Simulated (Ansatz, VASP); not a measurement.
# Two plane-wave programs on KBr

```xyz
2
Lattice="0.0000 3.3024 3.3024 3.3024 0.0000 3.3024 3.3024 3.3024 0.0000" Properties=species:S:1:pos:R:3 pbc="T T T"
K     0.0000    0.0000    0.0000
Br    3.3024    3.3024    3.3024
```

Alike in both runs: task single point; functional PBEsol; k mesh 4 × 4 × 4; occupations fermi-dirac, width 0.5 eV; no spin polarisation.

```csv
,VASP,Ansatz
version,VASP 6.6.1,Ansatz 0.2.0
potentials or method,"VASP PAW PBE potentials, release 64 (K_sv, Br)",plane waves
plane-wave cutoff (eV),520,420
valence electrons in the cell,16,16
```

```tsv
	VASP	Ansatz	Ansatz less VASP
pressure (GPa)	-0.3	-0.3	-0.05
```

VASP's potentials were made for PBE, not for PBEsol. The functional is the same, so the differences come from potentials, cutoffs and numerics.
